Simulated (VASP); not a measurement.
# EuO (Fm-3m) in VASP: a series of runs

The runs below take EuO through single point, with LDA+U.

Everything below comes from runs of VASP 6.6.1. Logs are shortened: lines on timing, memory, paths and dates and some standing lists are left out, and cuts for length are marked.

**1. The cell of the first run**

Symmetry: Fm-3m, No. 225, cubic system. The conventional cell has a = 5.144 Å, b = 5.144 Å, c = 5.144 Å, α = 90.00°, β = 90.00°, γ = 90.00°. Within 3.4 Å of Eu (site symmetry m-3m) lie 6 O at 2.57 Å. Within 3.4 Å of O (site symmetry m-3m) lie 6 Eu at 2.57 Å.

**2. Single point, LDA+U, collinear spin, antiferromagnetic start**

The input, INCAR:

```
SYSTEM = EuO
  PREC = Accurate
  ENCUT = 600
  EDIFF = 1E-6
  ISMEAR = 0
  SIGMA = 0.05
  LREAL = .FALSE.
  LASPH = .TRUE.
  NELM = 200
  ALGO = Normal
  ISIF = 2
  LWAVE = .FALSE.
  LCHARG = .FALSE.
  ISPIN = 2
  MAGMOM = 7 -7 0 0
  LORBIT = 11
  LMAXMIX = 6
  LDAU = .TRUE.
  LDAUTYPE = 2
  LDAUL = 3 -1
  LDAUU = 6 0
  LDAUJ = 0 0
  LDAUPRINT = 1
  GGA = CA
  NBANDS = 35
  GGA_COMPAT = .FALSE.
```

The input, KPOINTS:

```
regular mesh
0
G
  5 5 5
  0 0 0
```

The input, POSCAR:

```
EuO
1.0
    0.0000000000      2.5719519658      2.5719519658
    5.1439039316      2.5719519658      2.5719519658
    5.1439039316      5.1439039316      0.0000000000
Eu O
2 2
Direct
    0.5000000000      0.5000000000      0.0000000000
    0.5000000000      0.5000000000      0.5000000000
    0.0000000000      0.0000000000      0.0000000000
    0.0000000000      0.0000000000      0.5000000000
```

Potentials or basis: VASP PAW PBE potentials, release 64 (Eu, O).

Command:

```bash
cat potpaw_PBE.64/Eu/POTCAR potpaw_PBE.64/O/POTCAR > POTCAR
mpirun -np 1 vasp_std > vasp.out
```

OUTCAR:

```text
SYSTEM = EuO
   PREC = Accurate
   ENCUT = 600
   EDIFF = 1E-6
   ISMEAR = 0
   LREAL = .FALSE.
   LASPH = .TRUE.
   NELM = 200
   ISIF = 2
   ISPIN = 2
   LORBIT = 11
   GGA = CA

 ion  position               nearest neighbor table
   1  0.500  0.500  0.000-   4 2.57   3 2.57   4 2.57   3 2.57   4 2.57   4 2.57
   2  0.500  0.500  0.500-   3 2.57   3 2.57   4 2.57   4 2.57   3 2.57   3 2.57
   3  0.000  0.000  0.000-   2 2.57   1 2.57   2 2.57   1 2.57   2 2.57   2 2.57
   4  0.000  0.000  0.500-   1 2.57   1 2.57   2 2.57   2 2.57   1 2.57   1 2.57

  LATTYP: Found a simple tetragonal cell.
 ALAT       =     3.6372893518
 C/A-ratio  =     1.4142135624

  Lattice vectors:

 A1 = (   0.0000000000,  -2.5719519658,   2.5719519658)
 A2 = (   0.0000000000,  -2.5719519658,  -2.5719519658)
 A3 = (   5.1439039316,   0.0000000000,   0.0000000000)

Analysis of symmetry for initial positions (statically):
=====================================================================
 Subroutine PRICEL returns following result:

  LATTYP: Found a face centered cubic cell.
 ALAT       =     5.1439039316
[... 12 lines left out ...]
 Subroutine GETGRP returns: Found 16 space group operations
 (whereof 16 operations were pure point group operations)
 out of a pool of 16 trial point group operations.

The static configuration has the point symmetry D_4h.

Analysis of symmetry for dynamics (positions and initial velocities):
=====================================================================
 Subroutine PRICEL returns following result:

  LATTYP: Found a face centered cubic cell.
 ALAT       =     5.1439039316
[... 12 lines left out ...]
 Subroutine GETGRP returns: Found 16 space group operations
 (whereof 16 operations were pure point group operations)
 out of a pool of 16 trial point group operations.

The dynamic configuration has the point symmetry D_4h.

Analysis of structural, dynamic, and magnetic symmetry:
=====================================================================
 Subroutine PRICEL returns following result:

  LATTYP: Found a face centered cubic cell.
 ALAT       =     5.1439039316
[... 12 lines left out ...]
 Subroutine GETGRP returns: Found 16 space group operations
 (whereof 16 operations were pure point group operations)
 out of a pool of 16 trial point group operations.

The overall configuration has the point symmetry D_4h.

 Subroutine INISYM returns: Found 16 space group operations
 (whereof 16 operations are pure point group operations),
 and found     2 'primitive' translations

----------------------------------------------------------------------------------------

                                     Primitive cell

  volume of cell :      34.0266

  direct lattice vectors                    reciprocal lattice vectors
    -2.571951966  2.571951966 -0.000000000    -0.194404875  0.194404875 -0.194404875
    -2.571951966  0.000000000  2.571951966    -0.194404875 -0.194404875  0.194404875
     0.000000000  2.571951966  2.571951966     0.194404875  0.194404875  0.194404875

[... 173 lines left out ...]
 -0.0000  0.0000  0.0000 -0.0000 -0.0000  0.0014  0.0000
 -0.0000  0.0000 -0.0000  0.0000 -0.0015  0.0000  0.0035

spin component  2

  0.9746 -0.0000 -0.0010  0.0000 -0.0000  0.0000  0.0000
 -0.0000  0.9604  0.0000  0.0000 -0.0000 -0.0000 -0.0000
 -0.0010  0.0000  0.9734  0.0000 -0.0000 -0.0000 -0.0000
  0.0000  0.0000  0.0000  0.9732  0.0000 -0.0008 -0.0000
 -0.0000 -0.0000 -0.0000  0.0000  0.9748  0.0000  0.0002
  0.0000 -0.0000 -0.0000 -0.0008  0.0000  0.9748  0.0000
  0.0000 -0.0000 -0.0000 -0.0000  0.0002  0.0000  0.9747

 occupancies and eigenvectors

  o =  0.0003  v = -0.0000  1.0000  0.0000  0.0000 -0.0000  0.0000 -0.0000  0.0000  0.0000  0.0000  0.0000  0.0000  0.0000  0.0000      0.0000  0.0000  0.0000  0.0000  0.0000  0.0000  0.0000  0.0000  0.0000  0.0000  0.0000  0.0000  0.0000  0.0000
  o =  0.0014  v =  0.6042  0.0000 -0.7967  0.0001  0.0000  0.0105  0.0000  0.0000  0.0000  0.0000  0.0000  0.0000  0.0000  0.0000      0.0000  0.0000  0.0000  0.0000  0.0000  0.0000  0.0000  0.0000  0.0000  0.0000  0.0000  0.0000  0.0000  0.0000
  o =  0.0014  v =  0.0064 -0.0000 -0.0084 -0.0102 -0.0000 -0.9999 -0.0000  0.0000  0.0000  0.0000  0.0000  0.0000  0.0000  0.0000      0.0000  0.0000  0.0000  0.0000  0.0000  0.0000  0.0000  0.0000  0.0000  0.0000  0.0000  0.0000  0.0000  0.0000
  o =  0.0015  v = -0.0000  0.0000  0.0000  0.0000  0.7906 -0.0000  0.6124  0.0000  0.0000  0.0000  0.0000  0.0000  0.0000  0.0000      0.0000  0.0000  0.0000  0.0000  0.0000  0.0000  0.0000  0.0000  0.0000  0.0000  0.0000  0.0000  0.0000  0.0000
  o =  0.0047  v =  0.0000 -0.0000  0.0000 -0.0000 -0.6124  0.0000  0.7906  0.0000  0.0000  0.0000  0.0000  0.0000  0.0000  0.0000      0.0000  0.0000  0.0000  0.0000  0.0000  0.0000  0.0000  0.0000  0.0000  0.0000  0.0000  0.0000  0.0000  0.0000
  o =  0.0047  v =  0.7968  0.0000  0.6043  0.0034  0.0000 -0.0000 -0.0000  0.0000  0.0000  0.0000  0.0000  0.0000  0.0000  0.0000      0.0000  0.0000  0.0000  0.0000  0.0000  0.0000  0.0000  0.0000  0.0000  0.0000  0.0000  0.0000  0.0000  0.0000
  o =  0.0047  v = -0.0027  0.0000 -0.0021  0.9999 -0.0000 -0.0102  0.0000  0.0000  0.0000  0.0000  0.0000  0.0000  0.0000  0.0000      0.0000  0.0000  0.0000  0.0000  0.0000  0.0000  0.0000  0.0000  0.0000  0.0000  0.0000  0.0000  0.0000  0.0000
  o =  0.9604  v =  0.0000  0.0000  0.0000  0.0000  0.0000  0.0000  0.0000  0.0000  1.0000  0.0000 -0.0000 -0.0000 -0.0000 -0.0000      0.0000  0.0000  0.0000  0.0000  0.0000  0.0000  0.0000  0.0000  0.0000  0.0000  0.0000  0.0000  0.0000  0.0000
  o =  0.9729  v =  0.0000  0.0000  0.0000  0.0000  0.0000  0.0000  0.0000  0.0000  0.0000  0.0000  0.9156 -0.0000  0.4021  0.0000      0.0000  0.0000  0.0000  0.0000  0.0000  0.0000  0.0000  0.0000  0.0000  0.0000  0.0000  0.0000  0.0000  0.0000
  o =  0.9729  v =  0.0000  0.0000  0.0000  0.0000  0.0000  0.0000  0.0000  0.4776  0.0000  0.8786 -0.0000  0.0000 -0.0000 -0.0000      0.0000  0.0000  0.0000  0.0000  0.0000  0.0000  0.0000  0.0000  0.0000  0.0000  0.0000  0.0000  0.0000  0.0000
  o =  0.9745  v =  0.0000  0.0000  0.0000  0.0000  0.0000  0.0000  0.0000  0.0000  0.0000 -0.0000  0.0000  0.6124  0.0000 -0.7906      0.0000  0.0000  0.0000  0.0000  0.0000  0.0000  0.0000  0.0000  0.0000  0.0000  0.0000  0.0000  0.0000  0.0000
  o =  0.9750  v =  0.0000  0.0000  0.0000  0.0000  0.0000  0.0000  0.0000  0.0000 -0.0000 -0.0000 -0.0000 -0.7906 -0.0000 -0.6124      0.0000  0.0000  0.0000  0.0000  0.0000  0.0000  0.0000  0.0000  0.0000  0.0000  0.0000  0.0000  0.0000  0.0000
  o =  0.9752  v =  0.0000  0.0000  0.0000  0.0000  0.0000  0.0000  0.0000  0.0000  0.0000 -0.0000  0.4021  0.0000 -0.9156  0.0000      0.0000  0.0000  0.0000  0.0000  0.0000  0.0000  0.0000  0.0000  0.0000  0.0000  0.0000  0.0000  0.0000  0.0000
  o =  0.9752  v =  0.0000  0.0000  0.0000  0.0000  0.0000  0.0000  0.0000 -0.8786  0.0000  0.4776 -0.0000  0.0000 -0.0000 -0.0000      0.0000  0.0000  0.0000  0.0000  0.0000  0.0000  0.0000  0.0000  0.0000  0.0000  0.0000  0.0000  0.0000  0.0000

 number of electron      45.9999996 magnetization      -0.0000000

 Free energy of the ion-electron system (eV)
  ---------------------------------------------------
  ext. energy  EPLUGINS =         0.00000000
  ---------------------------------------------------
  free energy    TOTEN  =       -44.14917669 eV

  energy without entropy =      -44.14916814  energy(sigma->0) =      -44.14917242

 E-fermi :   3.3648     XC(G=0): -11.2755

 val. band max:        3.2513246096   @ k =   0.0000   0.0000   0.0000
 cond. band min:       3.4653343783   @ k =   0.0000   0.0000   0.0000
 fundamental gap:      0.2140097687
 Fermi energy:         3.3648027970

 spin component 1

 k-point     1 :       0.0000    0.0000    0.0000
  band No.  band energies     occupation
      1     -35.9673      1.00000
      2     -33.1518      1.00000
      3     -15.3594      1.00000
      4     -14.9485      1.00000
      5     -14.9485      1.00000
      6     -14.0760      1.00000
[... 673 lines left out ...]
     34      10.5949      0.00000
     35      11.4335      0.00000
 Fermi energy:         3.3648027970

 spin component 2

 k-point     1 :       0.0000    0.0000    0.0000
  band No.  band energies     occupation
      1     -35.9673      1.00000
      2     -33.1518      1.00000
      3     -15.3594      1.00000
      4     -14.9485      1.00000
      5     -14.9485      1.00000
      6     -14.0760      1.00000
[... 673 lines left out ...]
     34      10.5982      0.00000
     35      11.4837      0.00000

------------------------ aborting loop because EDIFF is reached ----------------------------------------

  FORCE on cell =-STRESS in cart. coord.  units (eV):
  Direction    XX          YY          ZZ          XY          YZ          ZX
  --------------------------------------------------------------------------------------
  -------------------------------------------------------------------------------------
  Total       -2.7916426     -2.8864486     -2.8864486      0.0000000     -0.0000000     -0.0000000
  in kB      -65.7236755    -67.9556942    -67.9556942      0.0000000     -0.0000000     -0.0000000
  external PRESSURE =     -67.2116880 kB  Pullay stress =       0.0000000 kB

 VOLUME and BASIS-vectors are now :
 -----------------------------------------------------------------------------
  energy-cutoff  :      600.00
  volume of cell :       68.05
      direct lattice vectors                 reciprocal lattice vectors
     0.000000000  2.571951966  2.571951966    -0.194404875  0.194404875  0.194404875
     5.143903932  2.571951966  2.571951966     0.194404875 -0.194404875  0.194404875
     5.143903932  5.143903932  0.000000000     0.000000000  0.194404875 -0.194404875

 POSITION                                       TOTAL-FORCE (eV/Angst)
 -----------------------------------------------------------------------------------
      2.57195      2.57195      2.57195         0.000000      0.000000      0.000000
      5.14390      5.14390      2.57195         0.000000      0.000000     -0.000000
      0.00000      0.00000      0.00000        -0.000000     -0.000000      0.000000
      2.57195      2.57195      0.00000        -0.000000     -0.000000      0.000000
 -----------------------------------------------------------------------------------
    total drift:                                0.000000      0.000000      0.000000

  FREE ENERGIE OF THE ION-ELECTRON SYSTEM (eV)
  ---------------------------------------------------
  free  energy   TOTEN  =       -44.1491766943 eV

  energy  without entropy=      -44.1491681421  energy(sigma->0) =      -44.14917242

 total charge

# of ion       s       p       d       f       tot
--------------------------------------------------
    1        2.025   5.740   0.303   6.816  14.884
    2        2.025   5.740   0.303   6.816  14.884
    3        1.538   3.380   0.000   0.000   4.917
    4        1.538   3.380   0.000   0.000   4.917
--------------------------------------------------
tot          7.126  18.239   0.606  13.632  39.602

 magnetization (x)

# of ion       s       p       d       f       tot
--------------------------------------------------
    1       -0.010  -0.089   0.034   6.780   6.715
    2        0.010   0.089  -0.034  -6.780  -6.715
    3        0.002   0.026   0.000   0.000   0.027
    4       -0.002  -0.026   0.000   0.000  -0.027
--------------------------------------------------
tot          0.000   0.000   0.000   0.000   0.000
```

Run time: 4.2 min. Hardware: 1 thread of Intel Xeon 6975P-C (Granite Rapids), shared host; peak memory 0.29 GiB.

Results:

| Property | Result |
| --- | --- |
| Free energy | -44.1492 eV |
| Pressure | -6.7 GPa |
| Band gap on the k mesh | 0.21 eV |
| Net moment | 0.00 μB per cell |
| Site moments | Eu +6.71, -6.71; O +0.03, -0.03 μB |
| Valence electrons inside the program's atomic spheres | Eu 14.88; O 4.92 |

Stress tensor (GPa, compression positive):
```
-6.57  0.00  0.00
 0.00 -6.80  0.00
 0.00  0.00 -6.80
```

Eigenvalues of the final occupation matrices:
| site | spin | trace | eigenvalues |
| --- | --- | --- | --- |
| site 1 f | 1 | 6.81 | 0.96 0.97 0.97 0.97 0.97 0.98 0.98 |
| site 1 f | 2 | 0.02 | 0.00 0.00 0.00 0.00 0.00 0.00 0.00 |
| site 2 f | 1 | 0.02 | 0.00 0.00 0.00 0.00 0.00 0.00 0.00 |
| site 2 f | 2 | 6.81 | 0.96 0.97 0.97 0.97 0.97 0.98 0.98 |

Caveat: the cell stands under tension; the PAW data sets were made with another functional, which shifts forces and pressure a little; spin-orbit coupling is left out, which moves the levels of the heavy elements; an odd mesh through Γ misses points on the zone boundary, where band edges can lie. The state reached can hang on the start; a lower one may exist.

**3. Single point, LDA+U, collinear spin, antiferromagnetic start**

This run uses another cell than the first one, of the same volume but with other edges.

The input, INCAR:

```
SYSTEM = EuO
PREC     = Accurate       ! precision mode
ENCUT    = 600            ! plane-wave cutoff, eV
EDIFF    = 1E-6           ! SCF threshold, eV
ISMEAR   = 0              ! smearing method
SIGMA    = 0.05           ! smearing width, eV
LREAL    = .False.        ! projectors in reciprocal space
LASPH    = .True.         ! aspherical terms in the spheres
NELM     = 200            ! most SCF steps
ALGO     = Normal         ! electronic algorithm
ISIF     = 2              ! what is computed and relaxed
LWAVE    = .False.        ! write WAVECAR
LCHARG   = .True.         ! write CHGCAR
ISPIN    = 2              ! spin polarisation
MAGMOM   = 7 -7 0 0       ! initial moments
LORBIT   = 11             ! projections on sites
LMAXMIX  = 6              ! l up to which the mixer works
LDAU     = .True.         ! DFT+U
LDAUTYPE = 2            
LDAUL    = 3 -1           ! shell
LDAUU    = 6 0            ! U, eV
LDAUJ    = 0 0          
LDAUPRINT= 1            
GGA      = CA             ! functional
LELF     = .True.         ! ELF
LVHAR    = .True.       
NBANDS   = 35             ! bands
GGA_COMPAT= .False.
```

The input, KPOINTS:

```
Automatic mesh
0
Gamma
  5 5 5
  0 0 0
```

The input, POSCAR:

```
EuO
1.0
    0.0000000000      2.5719519658      2.5719519658
    2.5719519658      0.0000000000      2.5719519658
    5.1439039316      5.1439039316      0.0000000000
Eu O
2 2
Direct
    0.5000000000      0.5000000000      0.2500000000
    0.5000000000      0.5000000000      0.7500000000
    0.0000000000      0.0000000000      0.0000000000
    0.0000000000      0.0000000000      0.5000000000
```

Potentials or basis: VASP PAW PBE potentials, release 64 (Eu, O).

Command:

```bash
cat potpaw_PBE.64/Eu/POTCAR potpaw_PBE.64/O/POTCAR > POTCAR
mpirun -np 1 vasp_std > vasp.out
```

OUTCAR:

```text
SYSTEM = EuO
   PREC = Accurate
   ENCUT = 600
   EDIFF = 1E-6
   ISMEAR = 0
   LREAL = .False.
   LASPH = .True.
   NELM = 200
   ISIF = 2
   ISPIN = 2
   LORBIT = 11
   GGA = CA

 ion  position               nearest neighbor table
   1  0.500  0.500  0.250-   3 2.57   3 2.57   4 2.57   3 2.57   4 2.57   4 2.57
   2  0.500  0.500  0.750-   4 2.57   3 2.57   4 2.57   3 2.57   4 2.57   3 2.57
[... 1783 lines left out ...]
  volume of cell :       68.05
      direct lattice vectors                 reciprocal lattice vectors
     0.000000000  2.571951966  2.571951966    -0.194404875  0.194404875  0.194404875
     2.571951966  0.000000000  2.571951966     0.194404875 -0.194404875  0.194404875
     5.143903932  5.143903932  0.000000000     0.097202437  0.097202437 -0.097202437

 POSITION                                       TOTAL-FORCE (eV/Angst)
 -----------------------------------------------------------------------------------
      2.57195      2.57195      2.57195         0.000000      0.000000     -0.000000
      5.14390      5.14390      2.57195         0.000000      0.000000      0.000000
      0.00000      0.00000      0.00000        -0.000000     -0.000000      0.000000
      2.57195      2.57195      0.00000        -0.000000     -0.000000     -0.000000
 -----------------------------------------------------------------------------------
    total drift:                                0.000000      0.000000      0.000000

  FREE ENERGIE OF THE ION-ELECTRON SYSTEM (eV)
  ---------------------------------------------------
  free  energy   TOTEN  =       -44.1526234522 eV

  energy  without entropy=      -44.1526234522  energy(sigma->0) =      -44.15262345

 total charge

# of ion       s       p       d       f       tot
--------------------------------------------------
    1        2.026   5.740   0.303   6.816  14.884
    2        2.026   5.740   0.303   6.816  14.884
    3        1.538   3.380   0.000   0.000   4.917
    4        1.538   3.380   0.000   0.000   4.917
--------------------------------------------------
tot          7.126  18.239   0.606  13.632  39.603

 magnetization (x)

# of ion       s       p       d       f       tot
--------------------------------------------------
    1       -0.009  -0.088   0.038   6.780   6.721
    2        0.009   0.088  -0.038  -6.780  -6.721
    3        0.000   0.000   0.000   0.000   0.000
    4        0.000   0.000   0.000   0.000   0.000
--------------------------------------------------
tot          0.000   0.000   0.000   0.000   0.000
```

Wall time 3.1 min (1 thread of Intel Xeon 6975P-C (Granite Rapids), shared host); peak memory 0.25 GiB.

What came out:

```
Free energy                                           : -44.1526 eV
Pressure                                              : -6.6 GPa
Band gap on the k mesh                                : 0.59 eV
Net moment                                            : 0.00 μB per cell
Site moments                                          : Eu +6.72, -6.72; O +0.00 μB
Valence electrons inside the program's atomic spheres : Eu 14.88; O 4.92
```

Levels at points of the mesh, in eV from the valence-band top:
Spin up:
| k point | band 21 | band 22 | band 23 | band 24 | band 25 | band 26 |
| --- | --- | --- | --- | --- | --- | --- |
| (0.00, 0.00, 0.00) | -0.05 | 0.00 | 0.00 | 1.29 | 3.28 | 3.36 |
Spin down:
| k point | band 19 | band 20 | band 21 | band 22 | band 23 | band 24 | band 25 | band 26 | band 27 | band 28 |
| --- | --- | --- | --- | --- | --- | --- | --- | --- | --- | --- |
| (0.00, 0.00, 0.00) | -0.34 | -0.22 | -0.05 | 0.00 | 0.00 | 1.29 | 3.28 | 3.36 | 3.36 | 4.00 |

Eigenvalues of the final occupation matrices:
```tsv
site	spin	trace	eigenvalues
site 1 f	1	6.81	0.96 0.97 0.97 0.97 0.97 0.98 0.98
site 1 f	2	0.02	0.00 0.00 0.00 0.00 0.00 0.00 0.00
site 2 f	1	0.02	0.00 0.00 0.00 0.00 0.00 0.00 0.00
site 2 f	2	6.81	0.96 0.97 0.97 0.97 0.97 0.98 0.98
```

Caveat: the cell stands under tension; the PAW data sets were made with another functional, which shifts forces and pressure a little; spin-orbit coupling is left out, which moves the levels of the heavy elements; an odd mesh through Γ misses points on the zone boundary, where band edges can lie.
